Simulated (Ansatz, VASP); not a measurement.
# Two plane-wave programs on HgTe

File INCAR:

```
PREC     = Accurate       # precision mode
ENCUT    = 520            # plane-wave cutoff, eV
EDIFF    = 1E-8           # SCF threshold, eV
ISMEAR   = -1             # smearing method
SIGMA    = 0.05           # smearing width, eV
LREAL    = False          # projectors in reciprocal space
LASPH    = True           # aspherical terms in the spheres
NELM     = 80             # most SCF steps
ALGO     = Normal         # electronic algorithm
ISIF     = 2              # what is computed and relaxed
LWAVE    = False          # write WAVECAR
LCHARG   = False          # write CHGCAR
GGA      = PS             # functional
LEFG     = True         
NBANDS   = 16             # bands
```

Contents of KPOINTS:

```
Automatic mesh
0
Gamma
  9 9 9
```

POSCAR

```
HgTe
1.0
    0.0000000000      3.2659193382      3.2659193382
    3.2659193382      0.0000000000      3.2659193382
    3.2659193382      3.2659193382      0.0000000000
Hg Te
1 1
Direct
    0.0000000000      0.0000000000      0.0000000000
    0.7500000000      0.7500000000      0.7500000000
```

Input for Ansatz:

```yaml
crystal:
  lattice:
    - [0.0, 3.2659193382, 3.2659193382]
    - [3.2659193382, 0.0, 3.2659193382]
    - [3.2659193382, 3.2659193382, 0.0]
  atoms:
    - { symbol: Hg, position: [0.0, 0.0, 0.0] }
    - { symbol: Te, position: [0.75, 0.75, 0.75] }
kpoints:
  mp_grid: { grid: [9, 9, 9] }
scf:
  occupations: { method: fermi_dirac, width: 0.05 }
hamiltonian:
  xc: pbesol
  pseudopotentials: { kind: paw }
output:
  forces: true
  stress: true
  eigenvalues: true
  efg: { contact_densities: true }
```

Change from the starting cell: volume scaled by 1.04, PAW files.

Alike in both runs: task electric field gradients; functional PBEsol; k mesh 9 × 9 × 9; occupations fermi-dirac, width 0.05 eV; no spin polarisation.

|  | VASP | Ansatz |
| --- | --- | --- |
| version | VASP 6.6.1 | Ansatz 0.2.0 |
| potentials or method | VASP PAW PBE potentials, release 64 (Hg, Te) | PAW with Ansatz's default frozen-core files, scalar-relativistic |
| plane-wave cutoff (eV) | 520 | 420 |
| valence electrons in the cell | 18 | 36 |

|  | VASP | Ansatz | Ansatz less VASP |
| --- | --- | --- | --- |
| pressure (GPa) | -0.3 | -0.4 | -0.10 |

VASP's potentials were made for PBE, not for PBEsol. VASP's potentials hold 18 valence electrons a cell and Ansatz's 36, so a difference there can come from the potentials and not from the codes.

Spin-orbit coupling is off throughout.
